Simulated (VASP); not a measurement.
A run of VASP 6.6.1:

File INCAR:

```
PREC = Accurate
ENCUT = 520
EDIFF = 1E-8
ISMEAR = -1
SIGMA = 0.02
LREAL = F
LASPH = T
NELM = 80
ALGO = Normal
ISIF = 2
LWAVE = F
LCHARG = F
GGA = PS
LEFG = T
NBANDS = 15
```

Contents of KPOINTS:

```
Automatic mesh
0
Gamma
  12 12 10
```

Contents of POSCAR:

```
TaN
1.0
    2.9379988584      0.0000000000      0.0000000000
   -1.4689994292      2.5443816477      0.0000000000
    0.0000000000      0.0000000000      2.9406600000
Ta N
1 1
Direct
    0.3333333333      0.6666666667      0.5000000000
    0.0000000000      0.0000000000      0.0000000000
```

Potentials or basis: VASP PAW PBE potentials, release 64 (Ta_pv, N).

Launch:

```console
$ cat potpaw_PBE.64/Ta_pv/POTCAR potpaw_PBE.64/N/POTCAR > POTCAR
$ mpirun -np 1 vasp_std > vasp.out
```

Hardware: 1 thread of AMD EPYC 7R13, on a shared host.

Question: Estimate the wall time of this run.

Answer: Wall time 51 s on 1 thread of AMD EPYC 7R13, with other jobs on the host, peak memory 0.14 GiB. Counts: scf iterations 15, k points 114.
